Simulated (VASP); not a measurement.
# Sn2GeO2 (Cmmm) in VASP: single point with PBE

Aim: the single point of Sn2GeO2 with PBE.

Program: VASP 6.6.1. These are calculated values, not measurements. Logs are shortened: lines on timing, memory, paths and dates and some standing lists are left out, and cuts for length are marked.

## (1) The cell of the first run

Symmetry: Cmmm, No. 65, orthorhombic system. The conventional cell has a = 5.257 Å, b = 6.521 Å, c = 5.779 Å, α = 90.00°, β = 90.00°, γ = 90.00°. Sn (site symmetry m2m) has 1 O at 1.70 Å and 1 Sn at 2.23 Å within 2.3 Å. Ge (site symmetry mmm) has 4 O at 2.92 Å and 4 Sn at 3.60 Å within 3.9 Å. Within 1.2 Å of O (site symmetry m2m) lie 1 O at 0.88 Å.

The cell was generated, and may not be a known phase.

## (2) Single point, PBE

INCAR

```
ALGO     = Normal         # electronic algorithm
EDIFF    = 1E-6           # SCF threshold, eV
ENCUT    = 520            # plane-wave cutoff, eV
GGA      = PE             # functional
ISIF     = 2              # what is computed and relaxed
ISMEAR   = 0              # smearing method
LASPH    = True           # aspherical terms in the spheres
LCHARG   = True           # write CHGCAR
LELF     = True           # ELF
LREAL    = False          # projectors in reciprocal space
LVHAR    = True         
LWAVE    = False          # write WAVECAR
NBANDS   = 35             # bands
NELM     = 80             # most SCF steps
PREC     = Accurate       # precision mode
SIGMA    = 0.1            # smearing width, eV
```

KPOINTS

```
k-points
0
Gamma
  4 4 4
```

POSCAR

```
Sn2GeO2
1.0
    2.6286298600     -3.2605715800      0.0000000000
    2.6286298600      3.2605715800      0.0000000000
    0.0000000000      0.0000000000      5.7792662600
Sn Ge O
2 1 2
Direct
    0.8288898900      0.1711101100      0.5000000000
    0.1711101100      0.8288898900      0.5000000000
    0.5000000000      0.5000000000      0.0000000000
    0.5678095500      0.4321904500      0.5000000000
    0.4321904500      0.5678095500      0.5000000000
```

Potentials or basis: VASP PAW PBE potentials, release 64 (Sn_d, Ge_d, O).

Started as:

```
> cat potpaw_PBE.64/Sn_d/POTCAR potpaw_PBE.64/Ge_d/POTCAR potpaw_PBE.64/O/POTCAR > POTCAR
> mpirun -np 1 vasp_std > vasp.out
```

OUTCAR:

```text
EDIFF = 1E-6
   ENCUT = 520
   GGA = PE
   ISIF = 2
   ISMEAR = 0
   LASPH = True
   LREAL = False
   NELM = 80
   PREC = Accurate

 ion  position               nearest neighbor table
   1  0.829  0.171  0.500-   4 1.70   2 2.23   5 2.59   5 2.71   5 2.71   2 2.82   2 2.82
   2  0.171  0.829  0.500-   5 1.70   1 2.23   4 2.59   4 2.71   4 2.71   1 2.82   1 2.82
   3  0.500  0.500  0.000-
   4  0.568  0.432  0.500-   5 0.88   1 1.70   2 2.59   2 2.71   2 2.71
   5  0.432  0.568  0.500-   4 0.88   2 1.70   1 2.59   1 2.71   1 2.71

 -----------------------------------------------------------------------------
|                                                                             |
|           W    W    AA    RRRRR   N    N  II  N    N   GGGG   !!!           |
|           W    W   A  A   R    R  NN   N  II  NN   N  G    G  !!!           |
|           W    W  A    A  R    R  N N  N  II  N N  N  G       !!!           |
|           W WW W  AAAAAA  RRRRR   N  N N  II  N  N N  G  GGG   !            |
|           WW  WW  A    A  R   R   N   NN  II  N   NN  G    G                |
|           W    W  A    A  R    R  N    N  II  N    N   GGGG   !!!           |
|                                                                             |
|     The distance between some ions is very small. Please check the          |
|     nearest-neighbor list in the OUTCAR file.                               |
|     I HOPE YOU KNOW WHAT YOU ARE DOING!                                     |
|                                                                             |
 -----------------------------------------------------------------------------

  LATTYP: Found a base centered orthorhombic cell.
 ALAT       =     5.2572597200
 B/A-ratio  =     1.2404072668
 C/A-ratio  =     1.0992925151

  Lattice vectors:

 A1 = (   2.6286298600,  -3.2605715800,   0.0000000000)
 A2 = (   2.6286298600,   3.2605715800,   0.0000000000)
 A3 = (   0.0000000000,   0.0000000000,   5.7792662600)

Analysis of symmetry for initial positions (statically):
=====================================================================
 Subroutine PRICEL returns:
 Original cell was already a primitive cell.

 Routine SETGRP: Setting up the symmetry group for a
 base centered orthorhombic supercell.

 Subroutine GETGRP returns: Found  8 space group operations
 (whereof  8 operations were pure point group operations)
 out of a pool of  8 trial point group operations.

The static configuration has the point symmetry D_2h.

[... 117 lines left out ...]
   NSW    =      0    number of steps for IOM
   IBRION =     -1    ionic relax: 0-MD 1-quasi-New 2-CG
   NFREE  =      0    steps in history (QN), initial steepest desc. (CG)
   ISIF   =      2    stress and relaxation
   ISYM   =      2    0-nonsym 1-usesym 2-fastsym
   POTIM  = 0.5000    time-step for ionic-motion
   TEBEG  =    0.0;   TEEND  =   0.0 temperature during run
   PSTRESS=    0.0 pullay stress
   NELECT =      54.0000    total number of electrons
   NUPDOWN=      -1.0000    fix difference up-down
   EMIN   =  10.00;   EMAX   =-10.00  energy-range for DOS
   EFERMI =   0.00;   METHOD = LEGACY
   ISMEAR =     0;   SIGMA  =   0.10  broadening in eV -4-tet -1-fermi 0-gaus
   EFERMI_NEDOS =   21; number of points for ismear=-14 and -15
   IALGO  =     38    algorithm
   IMIX   =      4    mixing-type and parameters
     AMIX     =   0.40;   BMIX     =  1.00
     AMIX_MAG =   1.60;   BMIX_MAG =  1.00
  volume/ion in A,a.u.               =      19.81       133.71
  Fermi-wavevector in a.u.,A,eV,Ry     =   1.337306  2.527142 24.332487  1.788387
  Thomas-Fermi vector in A             =   2.465865
   LORBIT       =      0    0 simple, 1 ext, 2 COOP (PROOUT), +10 PAW based schemes
   GGA     = PE    functional components
   LHFCALC =     F    Hartree Fock is set to
   AEXX    =    0.0000 exact exchange contribution
   IVDW    =     0    specifies the selected vdW correction
   LEPSILON=     F    determine dielectric tensor
   LRPA    =     F    only Hartree local field effects (RPA)
 non-spin polarized calculation
 Gauss-broadening in eV      SIGMA  =   0.10
  energy-cutoff  :      520.00
  volume of cell :       99.07
 maximum number of plane-waves:      2693
   NGX = 15   NGY = 15   NGZ = 21

 number of electron      53.9999998 magnetization

 Free energy of the ion-electron system (eV)
  ---------------------------------------------------
  ext. energy  EPLUGINS =         0.00000000
  ---------------------------------------------------
  free energy    TOTEN  =         4.59030065 eV

  energy without entropy =        4.61327508  energy(sigma->0) =        4.60178787

 E-fermi :   6.5457     XC(G=0):  -9.8189

 val. band max:        6.5349226404   @ k =   0.5000   0.5000   0.5000
 cond. band min:       6.5511557300   @ k =   0.0000   0.0000   0.2500
 fundamental gap:      0.0162330896
 Fermi energy:         6.5456675146

 k-point     1 :       0.0000    0.0000    0.0000
  band No.  band energies     occupation
      1     -33.8130      2.00000
      2     -18.4043      2.00000
      3     -18.3899      2.00000
      4     -18.3898      2.00000
      5     -18.3572      2.00000
      6     -18.3507      2.00000
[... 787 lines left out ...]
     34      13.5713      0.00000
     35      14.1345      0.00000

------------------------ aborting loop because EDIFF is reached ----------------------------------------

  FORCE on cell =-STRESS in cart. coord.  units (eV):
  Direction    XX          YY          ZZ          XY          YZ          ZX
  --------------------------------------------------------------------------------------
  -------------------------------------------------------------------------------------
  Total       14.4275822    162.9380733      0.7305474      0.0000000      0.0000000      0.0000000
  in kB      233.3341281   2635.1617871     11.8149836      0.0000000      0.0000000      0.0000000
  external PRESSURE =     960.1036330 kB  Pullay stress =       0.0000000 kB

 VOLUME and BASIS-vectors are now :
 -----------------------------------------------------------------------------
  energy-cutoff  :      520.00
  volume of cell :       99.07
      direct lattice vectors                 reciprocal lattice vectors
     2.628629860 -3.260571580  0.000000000     0.190213163 -0.153347347  0.000000000
     2.628629860  3.260571580  0.000000000     0.190213163  0.153347347  0.000000000
     0.000000000  0.000000000  5.779266260     0.000000000  0.000000000  0.173032346

 POSITION                                       TOTAL-FORCE (eV/Angst)
 -----------------------------------------------------------------------------------
      2.62863     -2.14474      2.88963        -0.000000     -2.352243      0.000000
      2.62863      2.14474      2.88963        -0.000000      2.352243     -0.000000
      2.62863      0.00000      0.00000         0.000000     -0.000000      0.000000
      2.62863     -0.44220      2.88963        -0.000000    -93.592349      0.000000
      2.62863      0.44220      2.88963        -0.000000     93.592349      0.000000
 -----------------------------------------------------------------------------------
    total drift:                               -0.000000     -0.000000     -0.000000

  FREE ENERGIE OF THE ION-ELECTRON SYSTEM (eV)
  ---------------------------------------------------
  free  energy   TOTEN  =         4.5903006462 eV

  energy  without entropy=        4.6132750846  energy(sigma->0) =        4.60178787
```

Run time: 64 s. Hardware: 1 thread of Intel Xeon Platinum 8259CL at 2.50GHz (Skylake/Cascade Lake), shared host; peak memory 0.25 GiB.

Results:

| Item | Value |
| --- | --- |
| Free energy | 4.5903 eV |
| Pressure | 96.0 GPa |
| Largest force | 93.592 eV/Å |
| Band gap on the k mesh | zero (bands 27 and 28 overlap by 1.44 eV) |

Forces in eV/Å, atoms in the order of the input:
```
Sn    0.000  -2.352   0.000
Sn    0.000   2.352   0.000
Ge    0.000   0.000   0.000
O     0.000 -93.592   0.000
O     0.000  93.592   0.000
```

Caveat: the k points lie up to 0.38 Å⁻¹ apart, too coarse for converged energies and pressures of a metal; the standard files for N, O and F lose accuracy on very short bonds; atoms lie so close that the PAW spheres overlap strongly, which falsifies energies and pressures; spin-orbit coupling is left out, which moves the levels of the heavy elements; forces of over 1 eV/Å act on the atoms, so gaps and moduli don't describe the material at rest.
